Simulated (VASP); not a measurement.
# Fe (P6_3/mmc) in VASP: single point with PBE

Aim: the single point of Fe with PBE.

Everything below comes from runs of VASP 6.6.1. Logs are shortened: lines on timing, memory, paths and dates and some standing lists are left out, and cuts for length are marked.

## (1) The cell of the first run

Symmetry: P6_3/mmc, No. 194, hexagonal system. The conventional cell has a = 2.160 Å, b = 2.160 Å, c = 3.438 Å, α = 90.00°, β = 90.00°, γ = 120.00°. Within 2.8 Å of Fe (site symmetry -6m2) lie 12 Fe at 2.12 to 2.16 Å.

## (2) Single point, PBE (volume scaled by 0.68)

File INCAR:

```
SYSTEM = Fe
ALGO = Normal
EDIFF = 1E-6
ENCUT = 520
GGA = PE
ISIF = 2
ISMEAR = -1
LASPH = .True.
LCHARG = .False.
LREAL = .False.
LWAVE = .False.
NBANDS = 15
NELM = 60
PREC = Accurate
SIGMA = 0.1
```

File KPOINTS:

```
k-points
0
Gamma
  17 17 9
  0 0 0
```

File POSCAR:

```
Fe
1.0
    2.1596921986      0.0000000000      0.0000000000
   -1.0798460993      1.8703483083      0.0000000000
    0.0000000000      0.0000000000      3.4384777419
Fe
2
Direct
    0.3333333333      0.6666666667      0.2500000000
    0.6666666667      0.3333333333      0.7500000000
```

Potentials or basis: VASP PAW PBE potentials, release 64 (Fe).

The run is started by

```bash
cat potpaw_PBE.64/Fe/POTCAR > POTCAR
mpirun -np 1 vasp_std > vasp.out
```

OUTCAR:

```text
SYSTEM = Fe
   EDIFF = 1E-6
   ENCUT = 520
   GGA = PE
   ISIF = 2
   ISMEAR = -1
   LASPH = .True.
   LREAL = .False.
   NELM = 60
   PREC = Accurate

 ion  position               nearest neighbor table
   1  0.333  0.667  0.250-   2 2.12   2 2.12   2 2.12   2 2.12   2 2.12   2 2.12   2 3.03   2 3.03
                             2 3.03   2 3.03   2 3.03   2 3.03
   2  0.667  0.333  0.750-   1 2.12   1 2.12   1 2.12   1 2.12   1 2.12   1 2.12   1 3.03   1 3.03
                             1 3.03   1 3.03   1 3.03   1 3.03

  LATTYP: Found a hexagonal cell.
 ALAT       =     2.1596921986
 C/A-ratio  =     1.5921147209

  Lattice vectors:

 A1 = (   2.1596921986,   0.0000000000,   0.0000000000)
 A2 = (  -1.0798460993,   1.8703483083,   0.0000000000)
 A3 = (   0.0000000000,   0.0000000000,   3.4384777419)

Analysis of symmetry for initial positions (statically):
=====================================================================
 Subroutine PRICEL returns:
 Original cell was already a primitive cell.

 Routine SETGRP: Setting up the symmetry group for a
 hexagonal supercell.

 Subroutine GETGRP returns: Found 24 space group operations
 (whereof 12 operations were pure point group operations)
 out of a pool of 24 trial point group operations.

The static configuration has the point symmetry D_3d.
 The point group associated with its full space group is D_6h.

Analysis of symmetry for dynamics (positions and initial velocities):
=====================================================================
 Subroutine PRICEL returns:
 Original cell was already a primitive cell.

 Routine SETGRP: Setting up the symmetry group for a
 hexagonal supercell.

 Subroutine GETGRP returns: Found 24 space group operations
 (whereof 12 operations were pure point group operations)
 out of a pool of 24 trial point group operations.

The dynamic configuration has the point symmetry D_3d.
 The point group associated with its full space group is D_6h.

 Subroutine INISYM returns: Found 24 space group operations
 (whereof 12 operations are pure point group operations),
 and found     1 'primitive' translations

----------------------------------------------------------------------------------------

                                     Primitive cell

  volume of cell :      13.8893

  direct lattice vectors                    reciprocal lattice vectors
     2.159692199  0.000000000  0.000000000     0.463028945  0.267329886  0.000000000
    -1.079846099  1.870348308  0.000000000     0.000000000  0.534659772  0.000000000
     0.000000000  0.000000000  3.438477742     0.000000000  0.000000000  0.290826370

  length of vectors
     2.159692199  2.159692199  3.438477742     0.534659772  0.534659772  0.290826370

  position of ions in fractional coordinates (direct lattice)
     0.333333333  0.666666667  0.250000000
     0.666666667  0.333333333  0.750000000

  ion indices of the primitive-cell ions
   primitive index   ion index
                 1           1
                 2           2

----------------------------------------------------------------------------------------

 KPOINTS: k-points

Automatic generation of k-mesh.
 Grid dimensions read from file:
 generate k-points for:   17   17    9

 Generating k-lattice:

  Cartesian coordinates                     Fractional coordinates (reciprocal lattice)
     0.027236997  0.015725287  0.000000000     0.058823529 -0.000000000  0.000000000
     0.000000000  0.031450575  0.000000000     0.000000000  0.058823529  0.000000000
     0.000000000  0.000000000  0.032314041     0.000000000  0.000000000  0.111111111

  Length of vectors
     0.031450575  0.031450575  0.032314041

  Shift w.r.t. Gamma in fractional coordinates (k-lattice)
     0.000000000  0.000000000  0.000000000

 Subroutine IBZKPT returns following result:
 ===========================================

 Found    165 irreducible k-points:

 Following reciprocal coordinates:
            Coordinates               Weight
  0.000000  0.000000  0.000000      1.000000
  0.058824  0.000000  0.000000      6.000000
  0.117647  0.000000  0.000000      6.000000
  0.176471 -0.000000  0.000000      6.000000
  0.235294  0.000000  0.000000      6.000000
  0.294118  0.000000  0.000000      6.000000
[... 16 lines left out ...]
  0.411765  0.117647  0.000000     12.000000
  0.176471  0.176471  0.000000      6.000000
 [... further k-points ...]
   k-points           NKPTS =    165   k-points in BZ     NKDIM =    165   number of bands    NBANDS=     15
   number of dos      NEDOS =    301   number of ions     NIONS =      2
   total plane-waves  NPLWV =   7168
   dimension x,y,z NGX =    16 NGY =   16 NGZ =   28
   dimension x,y,z NGXF=    32 NGYF=   32 NGZF=   56
   ions per type =               2
   NGX,Y,Z   is equivalent  to a cutoff of  12.32, 12.32, 13.54 a.u.
   NGXF,Y,Z  is equivalent  to a cutoff of  24.63, 24.63, 27.08 a.u.
 SYSTEM =  Fe
   PREC   = accura    normal or accurate (medium, high low for compatibility)
   ISTART =      0    job   : 0-new  1-cont  2-samecut
   ICHARG =      2    charge: 1-file 2-atom 10-const
   ISPIN  =      1    spin polarized calculation?
   LNONCOLLINEAR =      F non collinear calculations
   LSORBIT =      F    spin-orbit coupling
   LASPH  =      T    aspherical Exc in radial PAW
   ENCUT  =  520.0 eV  38.22 Ry    6.18 a.u.   4.02  4.02  6.39*2*pi/ulx,y,z
   NELM   =     60;   NELMIN=  2; NELMDL= -5     # of ELM steps
   EDIFF  = 0.1E-05   stopping-criterion for ELM
   LREAL  =      F    real-space projection
   EDIFFG = 0.1E-04   stopping-criterion for IOM
   NSW    =      0    number of steps for IOM
   IBRION =     -1    ionic relax: 0-MD 1-quasi-New 2-CG
   NFREE  =      0    steps in history (QN), initial steepest desc. (CG)
   ISIF   =      2    stress and relaxation
   ISYM   =      2    0-nonsym 1-usesym 2-fastsym
   POTIM  = 0.5000    time-step for ionic-motion
   TEBEG  =    0.0;   TEEND  =   0.0 temperature during run
   PSTRESS=    0.0 pullay stress
   NELECT =      16.0000    total number of electrons
   NUPDOWN=      -1.0000    fix difference up-down
   EMIN   =  10.00;   EMAX   =-10.00  energy-range for DOS
   EFERMI =   0.00;   METHOD = LEGACY
   ISMEAR =    -1;   SIGMA  =   0.10  broadening in eV -4-tet -1-fermi 0-gaus
   EFERMI_NEDOS =   21; number of points for ismear=-14 and -15
   IALGO  =     38    algorithm
   IMIX   =      4    mixing-type and parameters
     AMIX     =   0.40;   BMIX     =  1.00
     AMIX_MAG =   1.60;   BMIX_MAG =  1.00
  volume/ion in A,a.u.               =       6.94        46.86
  Fermi-wavevector in a.u.,A,eV,Ry     =   1.716148  3.243049 40.071369  2.945163
  Thomas-Fermi vector in A             =   2.793388
   LORBIT       =      0    0 simple, 1 ext, 2 COOP (PROOUT), +10 PAW based schemes
   GGA     = PE    functional components
   LHFCALC =     F    Hartree Fock is set to
   AEXX    =    0.0000 exact exchange contribution
   IVDW    =     0    specifies the selected vdW correction
   LEPSILON=     F    determine dielectric tensor
   LRPA    =     F    only Hartree local field effects (RPA)
 non-spin polarized calculation
  energy-cutoff  :      520.00
  volume of cell :       13.89
 maximum number of plane-waves:       383
   NGX =  9   NGY =  9   NGZ = 13

 number of electron      15.9999998 magnetization

 Free energy of the ion-electron system (eV)
  ---------------------------------------------------
  ext. energy  EPLUGINS =         0.00000000
  ---------------------------------------------------
  free energy    TOTEN  =       -12.58620955 eV

  energy without entropy =      -12.53643561  energy(sigma->0) =      -12.56132258

 E-fermi :  12.2500     XC(G=0): -16.1769

 val. band max:       12.2352841661   @ k =   0.1176   0.0588   0.3333
 cond. band min:      12.2534914634   @ k =   0.2941   0.0000   0.0000
 fundamental gap:      0.0182072973
 Fermi energy:        12.2499939054

 k-point     1 :       0.0000    0.0000    0.0000
  band No.  band energies     occupation
      1       1.1528      2.00000
      2       4.4337      2.00000
      3       9.2946      2.00000
      4       9.2946      2.00000
      5       9.4743      2.00000
      6      10.1299      2.00000
      7      10.1299      2.00000
      8      10.8111      2.00000
      9      10.8111      2.00000
     10      13.2454      0.00010
     11      13.4543      0.00001
     12      13.4543      0.00001
     13      25.7878      0.00000
     14      37.2337      0.00000
     15      42.3437      0.00000

 k-point     2 :       0.0588    0.0000    0.0000
  band No.  band energies     occupation
      1       1.3343      2.00000
      2       4.5629      2.00000
      3       8.9631      2.00000
      4       9.4215      2.00000
      5       9.7528      2.00000
      6      10.0628      2.00000
      7      10.2424      2.00000
      8      10.6481      2.00000
      9      10.7179      2.00000
     10      11.8998      1.94150
     11      13.5023      0.00001
     12      15.0148      0.00000
     13      25.7751      0.00000
     14      37.1077      0.00000
     15      41.8930      0.00000

 k-point     3 :       0.1176    0.0000    0.0000
  band No.  band energies     occupation
      1       1.8591      2.00000
      2       4.9129      2.00000
      3       8.4860      2.00000
      4       9.7925      2.00000
      5       9.8342      2.00000
      6       9.8732      2.00000
      7      10.1775      2.00000
      8      10.4704      2.00000
      9      10.5700      2.00000
     10      11.0715      1.99998
     11      13.6206      0.00000
     12      16.7837      0.00000
     13      25.7407      0.00000
     14      36.3936      0.00000
     15      40.6818      0.00000

 k-point     4 :       0.1765   -0.0000    0.0000
  band No.  band energies     occupation
      1       2.6621      2.00000
      2       5.3515      2.00000
      3       8.0147      2.00000
      4       8.6918      2.00000
      5       9.6131      2.00000
      6      10.1352      2.00000
      7      10.3774      2.00000
      8      10.6704      2.00000
      9      10.7180      2.00000
     10      11.0829      1.99998
     11      13.7616      0.00000
     12      18.6260      0.00000
     13      25.6898      0.00000
     14      34.5922      0.00000
     15      39.8800      0.00000
[... 307 lines left out ...]
 k-point    22 :       0.3529    0.1176    0.0000
  band No.  band energies     occupation
      1       5.0772      2.00000
      2       5.4003      2.00000
      3       5.8968      2.00000
      4       8.4267      2.00000
      5       8.7485      2.00000
      6       9.7494      2.00000
      7      10.2802      2.00000
      8      13.0434      0.00072
      9      13.6462      0.00000
     10      13.9533      0.00000
     11      15.8561      0.00000
     12      22.7363      0.00000
     13      26.7373      0.00000
     14      28.6171      0.00000
     15      30.8205      0.00000

 k-point    23 :       0.4118    0.1176    0.0000
  band No.  band energies     occupation
      1       4.9269      2.00000
      2       5.1686      2.00000
      3       5.9051      2.00000
      4       8.7237      2.00000
      5       8.8606      2.00000
      6       9.5879      2.00000
      7      10.4666      2.00000
      8      13.5901      0.00000
      9      13.8151      0.00000
     10      13.9652      0.00000
     11      17.1421      0.00000
     12      20.9330      0.00000
     13      28.2965      0.00000
     14      29.2281      0.00000
     15      30.1246      0.00000

 k-point    24 :       0.1765    0.1765    0.0000
  band No.  band energies     occupation
      1       5.0036      2.00000
      2       6.2764      2.00000
      3       6.6302      2.00000
      4       6.7951      2.00000
      5       8.9272      2.00000
      6       9.6238      2.00000
      7      10.4238      2.00000
      8      11.3302      1.99980
      9      12.4380      0.26480
     10      13.4552      0.00001
     11      13.8311      0.00000
     12      22.9174      0.00000
     13      25.7356      0.00000
     14      30.4821      0.00000
     15      32.1291      0.00000

 [... further k-points ...]
[... 5 lines left out ...]
  --------------------------------------------------------------------------------------
  -------------------------------------------------------------------------------------
  Total       22.9523764     22.9523764     22.8831109      0.0000000      0.0000000      0.0000000
  in kB     2647.6323042   2647.6323040   2639.6423030      0.0000000      0.0000000      0.0000000
  external PRESSURE =    2644.9689704 kB  Pullay stress =       0.0000000 kB

 VOLUME and BASIS-vectors are now :
 -----------------------------------------------------------------------------
  energy-cutoff  :      520.00
  volume of cell :       13.89
      direct lattice vectors                 reciprocal lattice vectors
     2.159692199  0.000000000  0.000000000     0.463028945  0.267329886  0.000000000
    -1.079846099  1.870348308  0.000000000     0.000000000  0.534659772  0.000000000
     0.000000000  0.000000000  3.438477742     0.000000000  0.000000000  0.290826370

 POSITION                                       TOTAL-FORCE (eV/Angst)
 -----------------------------------------------------------------------------------
     -0.00000      1.24690      0.85962        -0.000000      0.000000      0.000000
      1.07985      0.62345      2.57886         0.000000     -0.000000      0.000000
 -----------------------------------------------------------------------------------
    total drift:                                0.000000     -0.000000     -0.000000

  FREE ENERGIE OF THE ION-ELECTRON SYSTEM (eV)
  ---------------------------------------------------
  free  energy   TOTEN  =       -12.5862095483 eV

  energy  without entropy=      -12.5364356076  energy(sigma->0) =      -12.56132258
```

Run time: 9.9 s. Hardware: 1 thread of Intel Xeon 6975P-C (Granite Rapids), shared host; peak memory 0.14 GiB.

What came out:

```
Free energy            : -12.5862 eV
Pressure               : 264.5 GPa
Band gap on the k mesh : zero (band 8 reaches 13.85 eV, above the bottom of band 9 at 10.48 eV)
```

Levels at points of the mesh, in eV from the Fermi level:
```tsv
k point	band 4	band 5	band 6	band 7	band 8	band 9	band 10	band 11	band 12	band 13
(0.00, 0.00, 0.00)	-2.96	-2.78	-2.12	-2.12	-1.44	-1.44	1.00	1.20	1.20	13.54
```

Caveat: the run has no spin polarisation, though such a crystal can be magnetic. Spin polarisation is off, so any magnetic state and its effect on volume and gap are missing.
